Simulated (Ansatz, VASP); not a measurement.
# Bi2Se3: VASP beside Ansatz

```
Bi Se
1.0
     2.00905    1.15992   10.06115
    -2.00905    1.15992   10.06115
     0.00000   -2.31985   10.06115
Bi Se
2 3
Direct
  0.39897 0.39897 0.39897
  0.60103 0.60103 0.60103
  0.21410 0.21410 0.21410
  0.78590 0.78590 0.78590
  0.00000 0.00000 0.00000
```

Change from the starting cell: epitaxial_xy strain -3.0%.

Alike in both runs: task single point; functional PBE; k mesh 8 × 8 × 8; occupations fermi-dirac, width 0.02 eV; no spin polarisation.

```csv
,VASP,Ansatz
version,VASP 6.6.1,Ansatz 0.2.0
potentials or method,"VASP PAW PBE potentials, release 64 (Bi_d, Se)","plane waves, PAW"
plane-wave cutoff (eV),520,420
valence electrons in the cell,48,78
```

```tsv
	VASP	Ansatz	Ansatz less VASP
pressure (GPa)	4.2	4.1	-0.03
traceless stress, the component that is largest in VASP (GPa)	-1.83	-1.83	-0.006
rms of the force components (eV/Å)	0.085	0.079	-0.0064
```

Atom by atom the forces differ by 0.007 eV/Å (rms over components). VASP's potentials hold 48 valence electrons a cell and Ansatz's 78, so a difference there can come from the potentials and not from the codes.

Spin-orbit coupling is off throughout.
